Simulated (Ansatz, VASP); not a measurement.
InSe in VASP and in Ansatz

```
In Se
1.0
     1.91587    1.10613    7.76768
    -1.91587    1.10613    7.76768
     0.00000   -2.21226    7.76768
In Se
2 2
Cartesian
  0.0000 0.0000 -0.0306
  0.0000 0.0000 2.6495
  0.0000 0.0000 14.1726
  0.0000 0.0000 19.5077
```

Alike in both runs: task single point; functional PBEsol; dispersion D3(BJ); k mesh 12 × 12 × 12; occupations gaussian, width 0.02 eV; no spin polarisation.

```csv
,VASP,Ansatz
version,VASP 6.6.1,Ansatz 0.2.0
potentials or method,"VASP PAW PBE potentials, release 64 (In_d, Se), cutoff 520 eV","scalar-relativistic, plane waves, PAW"
valence electrons in the cell,38,58
```

```tsv
	VASP	Ansatz	Ansatz less VASP
gap on the k mesh at the Fermi level (eV)	0.67	0.69	+0.012
least direct gap on the mesh (eV)	0.74	0.76	+0.013
pressure (GPa)	5.1	5.0	-0.13
rms of the force components (eV/Å)	0.013	0.001	-0.0124
```

VASP's potentials were made for PBE, not for PBEsol. Atom by atom the forces differ by 0.013 eV/Å (rms over components). VASP's potentials hold 38 valence electrons a cell and Ansatz's 58, so a difference there can come from the potentials and not from the codes.
